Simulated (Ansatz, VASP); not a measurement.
**CaO in VASP and in Ansatz**

File POSCAR:

```
CaO
1.0
    0.0000000000      2.3428859718      2.3428859718
    2.3428859718      0.0000000000      2.3428859718
    2.3428859718      2.3428859718      0.0000000000
Ca O
1 1
Direct
    0.0000000000      0.0000000000      0.0000000000
    0.5000000000      0.5000000000      0.5000000000
```

INCAR.step1

```
SYSTEM = CaO
ALGO     = Normal         ! electronic algorithm
EDIFF    = 1E-5           ! SCF threshold, eV
ENCUT    = 520            ! plane-wave cutoff, eV
GGA      = PE             ! functional
ISIF     = 2              ! what is computed and relaxed
ISMEAR   = 0              ! smearing method
LASPH    = .True.         ! aspherical terms in the spheres
LREAL    = .False.        ! projectors in reciprocal space
LWAVE    = .True.         ! write WAVECAR
NBANDS   = 15             ! bands
NELM     = 100            ! most SCF steps
PREC     = Accurate       ! precision mode
SIGMA    = 0.01           ! smearing width, eV
```

INCAR.step2

```
SYSTEM = CaO
ALGO     = Normal         ! electronic algorithm
EDIFF    = 1E-6           ! SCF threshold, eV
ENCUT    = 520            ! plane-wave cutoff, eV
GGA      = PE             ! functional
HFSCREEN = 0.2079         ! screening, 1/A
ISIF     = 2              ! what is computed and relaxed
ISMEAR   = 0              ! smearing method
ISTART   = 1            
LASPH    = .True.         ! aspherical terms in the spheres
LCHARG   = .True.         ! write CHGCAR
LELF     = .True.         ! ELF
LHFCALC  = .True.         ! exact exchange
LREAL    = .False.        ! projectors in reciprocal space
LVHAR    = .True.       
LWAVE    = .False.        ! write WAVECAR
NBANDS   = 15             ! bands
NELM     = 100            ! most SCF steps
PREC     = Accurate       ! precision mode
PRECFOCK = Normal       
SIGMA    = 0.01           ! smearing width, eV
```

Contents of KPOINTS:

```
k-points
0
Gamma
  6 6 6
  0 0 0
```

Input for Ansatz:

```yaml
crystal:
  lattice:
    - [0.0, 2.3428859718, 2.3428859718]
    - [2.3428859718, 0.0, 2.3428859718]
    - [2.3428859718, 2.3428859718, 0.0]
  atoms:
    - { symbol: Ca, position: [0.0, 0.0, 0.0] }
    - { symbol: O, position: [0.5, 0.5, 0.5] }
kpoints:
  mp_grid: { grid: [6, 6, 6] }
  band_path:
    path:
      - [0.0, 0.0, 0.0]
      - [0.5, 0.0, 0.5]
      - [0.625, 0.25, 0.625]
      - [0.375, 0.375, 0.75]
      - [0.5, 0.5, 0.5]
      - [0.5, 0.25, 0.75]
    npoints: 1
hamiltonian:
  xc: hse06
scf:
  occupations: { method: fixed }
  n_extra_bands: 4
output:
  forces: true
  stress: true
  eigenvalues: true
```

Change from the starting cell: hydrostatic strain -2.3%.

Alike in both runs: task single point; functional HSE06; k mesh 6 × 6 × 6; no spin polarisation.

|  | VASP | Ansatz |
| --- | --- | --- |
| version | VASP 6.6.1 | Ansatz 0.2.0 |
| potentials or method | VASP PAW PBE potentials, release 64 (Ca_sv, O) | plane waves, PAW |
| plane-wave cutoff (eV) | 520 | 420 |
| occupations | gaussian, width 0.01 eV | fixed |
| valence electrons in the cell | 16 | 16 |

Ansatz gave:

* gap on the k mesh at the Fermi level (eV): 5.30
* pressure (GPa): 9.5

Task: What did VASP give for the same quantities?

Result: gap on the k mesh at the Fermi level (eV): 5.27; pressure (GPa): 10.5.

Ansatz's warnings: stress exchange threshold loose, stress scf threshold loose.
